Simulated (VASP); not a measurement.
Crystal: AgRh.

```
Ag Rh
1.0
     2.77759    0.00000    0.00000
    -1.38879    2.40546    0.00000
     0.00000    0.00000    4.80860
Ag Rh
1 1
Direct
  0.00000 0.00000 0.50000
  0.66667 0.33333 0.00000
```

```yaml
Program: VASP 6.6.1
Task: relaxation of cell and atoms
Functional: LDA
Potentials_or_basis: VASP PAW LDA potentials, release 64 (Ag, Rh_pv)
Cutoff: 600 eV
k_mesh: 12 × 12 × 6
Occupations: methfessel-paxton, width 0.15 eV
Spin: no spin polarisation
```

At the start: pressure -15.3 GPa; volume 16.06 Å³/atom.

Problem. How do energy, volume and symmetry change on relaxing?

Solution. Over 9 steps the energy falls by 75.2 meV/atom and the volume is 14.63 Å³/atom (-8.9 %); space group P-6m2 (No. 187, to 0.1 Å) before and after.

Step by step:
```
step  energy change (eV)  largest force (eV/Å)  pressure (GPa)  volume (Å³)
   1              0.0000                0.0000          -15.28        32.13
   2              0.2824                0.0000           42.08        25.52
   3             -0.1492                0.0000           -0.79        29.40
   4             -0.1494                0.0000           -0.20        29.32
   5             -0.1494                0.0000            0.20        29.26
   6             -0.1504                0.0000            0.25        29.23
   7             -0.1505                0.0000            0.26        29.22
   8             -0.1504                0.0000           -0.40        29.32
   9             -0.1505                0.0000           -0.01        29.26
```

Final structure:
```
Ag Rh
1.0
     2.69843    0.00000    0.00000
    -1.34921    2.33691    0.00000
     0.00000    0.00000    4.64031
Ag Rh
1 1
Direct
  0.00000 0.00000 0.50000
  0.66667 0.33333 0.00000
```
